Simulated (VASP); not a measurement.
AlCo3, 4 atoms in the cell. It takes space group Pm-3m (No. 221, cubic). Conventional cell: a = 3.575 Å, b = 3.575 Å, c = 3.575 Å, α = 90.00°, β = 90.00°, γ = 90.00°. Al (site symmetry m-3m) has 12 Co at 2.53 Å within 3.3 Å. Co (site symmetry 4/mmm) has 4 Al at 2.53 Å and 8 Co at 2.53 Å within 3.3 Å. 

```yaml
Program: VASP 6.6.1
Task: single point
Functional: PBEsol
Potentials_or_basis: VASP PAW PBE potentials, release 64 (Al, Co)
Cutoff: 520 eV
k_mesh: 12 × 12 × 12
Occupations: gaussian, width 0.1 eV
Spin: no spin polarisation
Dipole_correction: no
Further_INCAR_settings: ALGO = Normal; EDIFF = 1e-07; NBANDS = 23
```

Potentials or basis: VASP PAW PBE potentials, release 64 (Al, Co).

Command:

```console
$ cat potpaw_PBE.64/Al/POTCAR potpaw_PBE.64/Co/POTCAR > POTCAR
$ mpirun -np 1 vasp_std > vasp.out
```

Hardware: 1 thread of Intel(R) Xeon(R) 6975P-C (Granite Rapids) (shared host).

**Question.** How long does it take, and how much memory?

**Answer.** Wall time 38 s on 1 thread of Intel(R) Xeon(R) 6975P-C (Granite Rapids), with other jobs on the host, peak memory 0.2 GiB. Counts: scf iterations 15, k points 84.
